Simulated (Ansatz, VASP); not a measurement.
**Zr: VASP beside Ansatz**

```
CELL_PARAMETERS angstrom
3.32896 0.00000 0.00000
-1.66448 2.88296 0.00000
0.00000 0.00000 5.14700
ATOMIC_POSITIONS crystal
Zr 0.33333 0.66667 0.25000
Zr 0.66667 0.33333 0.75000
```

Change from the starting cell: strain +0.030 along x and y, +0.000 along z, atoms carried along.

Alike in both runs: task single point; functional PBE; k mesh 18 × 18 × 10; occupations gaussian, width 0.15 eV; no spin polarisation.

```csv
,VASP,Ansatz
version,VASP 6.6.1,Ansatz 0.2.0
potentials or method,"VASP PAW PBE potentials, release 64 (Zr_sv), cutoff 520 eV","scalar-relativistic, plane waves, PAW"
valence electrons in the cell,24,24
```

```csv
,VASP,Ansatz,Ansatz less VASP
gap on the k mesh at the Fermi level (eV),none,none,-
pressure (GPa),-4.5,-4.5,-0.01
"traceless stress, the component that is largest in VASP (GPa)",1.74,1.74,-0.001
```

A gap of «none» marks a metal or a gap that the smearing closes. The functional is the same, so the differences come from potentials, cutoffs and numerics.
